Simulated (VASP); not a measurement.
# Li (I4/mmm) in VASP: single point with PBE+D3(BJ)

Aim: the single point of Li with PBE+D3(BJ).

All numbers are computed with VASP 6.6.1; they aren't measurements. Logs are shortened: lines on timing, memory, paths and dates and some standing lists are left out, and cuts for length are marked.

## 1. The cell of the first run

Symmetry: I4/mmm, No. 139, tetragonal system. Conventional cell: a = 3.363 Å, b = 3.363 Å, c = 4.404 Å, α = 90.00°, β = 90.00°, γ = 90.00°. Li (site symmetry 4/mmm) has 12 Li at 3.24 to 3.36 Å within 4.3 Å.

## 2. Single point, PBE+D3(BJ) (strain +0.080 along x and y, +0.000 along z)

Contents of INCAR:

```
SYSTEM = Li
ALGO     = Normal         ! electronic algorithm
EDIFF    = 1E-7           ! SCF threshold, eV
ENCUT    = 520            ! plane-wave cutoff, eV
GGA      = PE             ! functional
ISIF     = 2              ! what is computed and relaxed
ISMEAR   = 0              ! smearing method
IVDW     = 12             ! dispersion correction
LASPH    = .TRUE.         ! aspherical terms in the spheres
LCHARG   = .FALSE.        ! write CHGCAR
LREAL    = .FALSE.        ! projectors in reciprocal space
LWAVE    = .FALSE.        ! write WAVECAR
NBANDS   = 8              ! bands
NELM     = 100            ! most SCF steps
PREC     = Accurate       ! precision mode
SIGMA    = 0.15           ! smearing width, eV
```

Contents of KPOINTS:

```
k-points
0
G
  18 18 18
  0 0 0
```

Contents of POSCAR:

```
Li
1.0
    0.0000000000      2.3781600000      2.2020000000
    2.3781600000      0.0000000000      2.2020000000
    2.3781600000      2.3781600000      0.0000000000
Li
1
Direct
    0.0000000000      0.0000000000      0.0000000000
```

Potentials or basis: VASP PAW PBE potentials, release 64 (Li_sv).

Run with:

```console
> cat potpaw_PBE.64/Li_sv/POTCAR > POTCAR
> mpirun -np 1 vasp_std > vasp.out
```

OUTCAR:

```text
SYSTEM = Li
   EDIFF = 1E-7
   ENCUT = 520
   GGA = PE
   ISIF = 2
   ISMEAR = 0
   IVDW = 12
   LASPH = .TRUE.
   LREAL = .FALSE.
   NELM = 100
   PREC = Accurate
 IVDW          = 12

 ion  position               nearest neighbor table
   1  0.000  0.000  0.000-

  LATTYP: Found a body centered tetragonal cell.
 ALAT       =     3.3632261255
 C/A-ratio  =     1.3094570022

  Lattice vectors:

 A1 = (   0.0000000000,  -2.3781600000,  -2.2020000000)
 A2 = (   0.0000000000,   2.3781600000,  -2.2020000000)
 A3 = (   2.3781600000,   0.0000000000,   2.2020000000)

Analysis of symmetry for initial positions (statically):
=====================================================================
 Subroutine PRICEL returns:
 Original cell was already a primitive cell.

 Routine SETGRP: Setting up the symmetry group for a
 body centered tetragonal supercell.

 Subroutine GETGRP returns: Found 16 space group operations
 (whereof 16 operations were pure point group operations)
 out of a pool of 16 trial point group operations.

The static configuration has the point symmetry D_4h.

Analysis of symmetry for dynamics (positions and initial velocities):
=====================================================================
 Subroutine PRICEL returns:
 Original cell was already a primitive cell.

 Routine SETGRP: Setting up the symmetry group for a
 body centered tetragonal supercell.

 Subroutine GETGRP returns: Found 16 space group operations
 (whereof 16 operations were pure point group operations)
 out of a pool of 16 trial point group operations.

The dynamic configuration has the point symmetry D_4h.

 Subroutine INISYM returns: Found 16 space group operations
 (whereof 16 operations are pure point group operations),
 and found     1 'primitive' translations

----------------------------------------------------------------------------------------

                                     Primitive cell

  volume of cell :      24.9075

  direct lattice vectors                    reciprocal lattice vectors
     0.000000000  2.378160000  2.202000000    -0.210246577  0.210246577  0.227066303
     2.378160000  0.000000000  2.202000000     0.210246577 -0.210246577  0.227066303
     2.378160000  2.378160000  0.000000000     0.210246577  0.210246577 -0.227066303

  length of vectors
     3.241056770  3.241056770  3.363226125     0.374120773  0.374120773  0.374120773

  position of ions in fractional coordinates (direct lattice)
     0.000000000  0.000000000  0.000000000

  ion indices of the primitive-cell ions
   primitive index   ion index
                 1           1

----------------------------------------------------------------------------------------

 KPOINTS: k-points

Automatic generation of k-mesh.
 Grid dimensions read from file:
 generate k-points for:   18   18   18

 Generating k-lattice:

  Cartesian coordinates                     Fractional coordinates (reciprocal lattice)
    -0.011680365  0.011680365  0.012614795     0.055555556  0.000000000  0.000000000
     0.011680365 -0.011680365  0.012614795     0.000000000  0.055555556  0.000000000
     0.011680365  0.011680365 -0.012614795    -0.000000000 -0.000000000  0.055555556

  Length of vectors
     0.020784487  0.020784487  0.020784487

  Shift w.r.t. Gamma in fractional coordinates (k-lattice)
     0.000000000  0.000000000  0.000000000

 Subroutine IBZKPT returns following result:
 ===========================================

 Found    480 irreducible k-points:

 Following reciprocal coordinates:
            Coordinates               Weight
  0.000000  0.000000  0.000000      1.000000
  0.055556 -0.000000  0.000000      8.000000
  0.111111 -0.000000  0.000000      8.000000
  0.166667 -0.000000  0.000000      8.000000
  0.222222  0.000000  0.000000      8.000000
  0.277778 -0.000000  0.000000      8.000000
[... 16 lines left out ...]
 -0.277778  0.055556  0.000000      8.000000
 -0.222222  0.055556  0.000000      8.000000
 [... further k-points ...]
   k-points           NKPTS =    480   k-points in BZ     NKDIM =    480   number of bands    NBANDS=      8
   number of dos      NEDOS =    301   number of ions     NIONS =      1
   total plane-waves  NPLWV =  16128
   dimension x,y,z NGX =    24 NGY =   24 NGZ =   28
   dimension x,y,z NGXF=    48 NGYF=   48 NGZF=   56
   ions per type =               1
   NGX,Y,Z   is equivalent  to a cutoff of  12.31, 12.31, 13.84 a.u.
   NGXF,Y,Z  is equivalent  to a cutoff of  24.62, 24.62, 27.68 a.u.
 SYSTEM =  Li
   PREC   = accura    normal or accurate (medium, high low for compatibility)
   ISTART =      0    job   : 0-new  1-cont  2-samecut
   ICHARG =      2    charge: 1-file 2-atom 10-const
   ISPIN  =      1    spin polarized calculation?
   LNONCOLLINEAR =      F non collinear calculations
   LSORBIT =      F    spin-orbit coupling
   LASPH  =      T    aspherical Exc in radial PAW
   ENCUT  =  520.0 eV  38.22 Ry    6.18 a.u.   6.03  6.03  6.25*2*pi/ulx,y,z
   NELM   =    100;   NELMIN=  2; NELMDL= -5     # of ELM steps
   EDIFF  = 0.1E-06   stopping-criterion for ELM
   LREAL  =      F    real-space projection
   EDIFFG = 0.1E-05   stopping-criterion for IOM
   NSW    =      0    number of steps for IOM
   IBRION =     -1    ionic relax: 0-MD 1-quasi-New 2-CG
   NFREE  =      0    steps in history (QN), initial steepest desc. (CG)
   ISIF   =      2    stress and relaxation
   ISYM   =      2    0-nonsym 1-usesym 2-fastsym
   POTIM  = 0.5000    time-step for ionic-motion
   TEBEG  =    0.0;   TEEND  =   0.0 temperature during run
   PSTRESS=    0.0 pullay stress
   NELECT =       3.0000    total number of electrons
   NUPDOWN=      -1.0000    fix difference up-down
   EMIN   =  10.00;   EMAX   =-10.00  energy-range for DOS
   EFERMI =   0.00;   METHOD = LEGACY
   ISMEAR =     0;   SIGMA  =   0.15  broadening in eV -4-tet -1-fermi 0-gaus
   EFERMI_NEDOS =   21; number of points for ismear=-14 and -15
   IALGO  =     38    algorithm
   IMIX   =      4    mixing-type and parameters
     AMIX     =   0.40;   BMIX     =  1.00
     AMIX_MAG =   1.60;   BMIX_MAG =  1.00
  volume/ion in A,a.u.               =      24.91       168.08
  Fermi-wavevector in a.u.,A,eV,Ry     =   0.808485  1.527816  8.893426  0.653648
  Thomas-Fermi vector in A             =   1.917299
   LORBIT       =      0    0 simple, 1 ext, 2 COOP (PROOUT), +10 PAW based schemes
   GGA     = PE    functional components
   LHFCALC =     F    Hartree Fock is set to
   AEXX    =    0.0000 exact exchange contribution
   IVDW    =    12    specifies the selected vdW correction
   LEPSILON=     F    determine dielectric tensor
   LRPA    =     F    only Hartree local field effects (RPA)
 non-spin polarized calculation
 Gauss-broadening in eV      SIGMA  =   0.15
  energy-cutoff  :      520.00
  volume of cell :       24.91
 maximum number of plane-waves:       688
   NGX = 13   NGY = 13   NGZ = 13

 number of electron       2.9999995 magnetization

 Free energy of the ion-electron system (eV)
  ---------------------------------------------------
  ext. energy  EPLUGINS =         0.00000000
  ---------------------------------------------------
  free energy    TOTEN  =        -1.87528059 eV

  energy without entropy =       -1.86969639  energy(sigma->0) =       -1.87248849

 E-fermi :   0.1006     XC(G=0):  -6.5620

 val. band max:        0.1005378959   @ k =  -0.2778   0.2778   0.0556
 cond. band min:       0.1041285801   @ k =  -0.3333   0.2222   0.0000
 fundamental gap:      0.0035906842
 Fermi energy:         0.1006312517

 k-point     1 :       0.0000    0.0000    0.0000
  band No.  band energies     occupation
      1     -46.7968      2.00000
      2      -3.1842      2.00000
      3      12.4349      0.00000
      4      12.5371      0.00000
      5      12.5371      0.00000
      6      16.0638      0.00000
      7      16.0638      0.00000
      8      16.2976      0.00000

 k-point     2 :       0.0556   -0.0000    0.0000
  band No.  band energies     occupation
      1     -46.7966      2.00000
      2      -3.1331      2.00000
      3      11.9836      0.00000
      4      12.3955      0.00000
      5      12.4012      0.00000
      6      15.5749      0.00000
      7      16.2636      0.00000
      8      16.3791      0.00000

 k-point     3 :       0.1111   -0.0000    0.0000
  band No.  band energies     occupation
      1     -46.7959      2.00000
      2      -2.9800      2.00000
      3      10.7478      0.00000
      4      12.0612      0.00000
      5      12.2081      0.00000
      6      15.3516      0.00000
      7      16.6538      0.00000
      8      16.8146      0.00000

 k-point     4 :       0.1667   -0.0000    0.0000
  band No.  band energies     occupation
      1     -46.7949      2.00000
      2      -2.7248      2.00000
      3       9.2587      0.00000
      4      11.6727      0.00000
      5      11.9810      0.00000
      6      15.4507      0.00000
      7      16.5993      0.00000
      8      17.0411      0.00000

 k-point     5 :       0.2222    0.0000    0.0000
  band No.  band energies     occupation
      1     -46.7937      2.00000
      2      -2.3687      2.00000
      3       7.7530      0.00000
      4      11.3094      0.00000
      5      11.7711      0.00000
      6      15.6846      0.00000
      7      16.0003      0.00000
      8      16.5622      0.00000
[... 177 lines left out ...]
 k-point    22 :      -0.3333    0.0556    0.0000
  band No.  band energies     occupation
      1     -46.7907      2.00000
      2      -1.1613      2.00000
      3       4.6931      0.00000
      4      10.9217      0.00000
      5      10.9727      0.00000
      6      14.2233      0.00000
      7      14.5467      0.00000
      8      16.7603      0.00000

 k-point    23 :      -0.2778    0.0556    0.0000
  band No.  band energies     occupation
      1     -46.7919      2.00000
      2      -1.7298      2.00000
      3       5.9828      0.00000
      4      10.9745      0.00000
      5      11.2725      0.00000
      6      14.6791      0.00000
      7      14.9427      0.00000
      8      16.4395      0.00000

 k-point    24 :      -0.2222    0.0556    0.0000
  band No.  band energies     occupation
      1     -46.7932      2.00000
      2      -2.2102      2.00000
      3       7.3865      0.00000
      4      11.0547      0.00000
      5      11.6544      0.00000
      6      15.2318      0.00000
      7      15.4977      0.00000
      8      16.0999      0.00000

 [... further k-points ...]

------------------------ aborting loop because EDIFF is reached ----------------------------------------

 Edisp (eV)   -0.13802

 E8    (eV) :    -0.0579

  FORCE on cell =-STRESS in cart. coord.  units (eV):
  Direction    XX          YY          ZZ          XY          YZ          ZX
  --------------------------------------------------------------------------------------
  -------------------------------------------------------------------------------------
  Total      -0.46738    -0.46738    -0.45031     0.00000    -0.00000     0.00000
  in kB     -30.06427   -30.06427   -28.96633     0.00000    -0.00000     0.00000
  external pressure =      -29.70 kB  Pullay stress =        0.00 kB

 VOLUME and BASIS-vectors are now :
 -----------------------------------------------------------------------------
  energy-cutoff  :      520.00
  volume of cell :       24.91
      direct lattice vectors                 reciprocal lattice vectors
     0.000000000  2.378160000  2.202000000    -0.210246577  0.210246577  0.227066303
     2.378160000  0.000000000  2.202000000     0.210246577 -0.210246577  0.227066303
     2.378160000  2.378160000  0.000000000     0.210246577  0.210246577 -0.227066303

 POSITION                                       TOTAL-FORCE (eV/Angst)
 -----------------------------------------------------------------------------------
      0.00000      0.00000      0.00000         0.000000      0.000000      0.000000
 -----------------------------------------------------------------------------------
    total drift:                               -0.000000     -0.000000     -0.000000

  FREE ENERGIE OF THE ION-ELECTRON SYSTEM (eV)
  ---------------------------------------------------
  free  energy   TOTEN  =        -2.0132978006 eV

  energy  without entropy=       -2.0077135911  energy(sigma->0) =       -2.01050570
```

It took 37 s on 1 thread of Intel Xeon Platinum 8375C at 2.90GHz (Ice Lake), shared host; peak memory 0.2 GiB.

What came out:

```yaml
Free_energy: -2.0133 eV
Dispersion_energy_per_atom: -0.138 eV
```

Levels at points of the mesh, in eV from the Fermi level:
| k point | band 1 | band 2 | band 3 | band 4 | band 5 |
| --- | --- | --- | --- | --- | --- |
| (0.00, 0.00, 0.00) | -46.90 | -3.28 | 12.33 | 12.44 | 12.44 |
| (0.50, 0.00, 0.00) | -46.89 | 0.07 | 2.33 | 10.38 | 11.26 |
| (0.50, 0.50, 0.00) | -46.89 | 1.99 | 4.67 | 6.73 | 6.73 |
| (0.50, 0.00, 0.50) | -46.89 | 1.11 | 3.69 | 7.53 | 7.86 |

Caveat: the cell differs from its parent crystal (strain +0.080 along x and y, +0.000 along z); the cutoff is under 1.25 times the usual one of these potentials, so pressure, stress and relaxed cells hold a basis-set (Pulay) error; pairwise dispersion overbinds metals, which lowers pressure and volume.
